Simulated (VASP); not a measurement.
A run of VASP 6.6.1 is set up as follows.

The input INCAR:

```
SYSTEM = PtSe2
ALGO = Normal
EDIFF = 1E-7
ENCUT = 520
GGA = PS
ISIF = 2
ISMEAR = 0
LASPH = .True.
LCHARG = .False.
LREAL = .False.
LWAVE = .False.
NBANDS = 18
NELM = 60
PREC = Accurate
SIGMA = 0.15
```

Contents of KPOINTS:

```
k-points
0
Gamma
  12 12 10
  0 0 0
```

POSCAR

```
PtSe2
1.0
    3.7240006046      0.0000000000      0.0000000000
   -1.8620003023      3.2250791273      0.0000000000
    0.0000000000      0.0000000000      5.4669600000
Pt Se
1 2
Direct
    0.0000000000      0.0000000000      0.0000000000
    0.3333333333      0.6666666667      0.2500000000
    0.6666666667      0.3333333333      0.7500000000
```

Potentials or basis: VASP PAW PBE potentials, release 64 (Pt, Se).

Run with:

```console
$ cat potpaw_PBE.64/Pt/POTCAR potpaw_PBE.64/Se/POTCAR > POTCAR
$ mpirun -np 1 vasp_std > vasp.out
```

Task: Estimate the band gap on the k mesh.

Result: Zero (band 11 reaches 5.53 eV, above the bottom of band 12 at 5.29 eV).

Task: What does it give for the pressure?

Result: -4.9 GPa.

Task: Estimate the largest force.

Result: 0.772 eV/Å.

Stress tensor (GPa, compression positive):
```
-4.00  0.00  0.00
 0.00 -4.00  0.00
 0.00  0.00 -6.63
```

Caveat: the cell differs from its parent crystal (strain +0.000 along x and y, +0.080 along z); the PAW data sets were made with another functional, which shifts forces and pressure a little; spin-orbit coupling is left out, which moves the levels of the heavy elements.
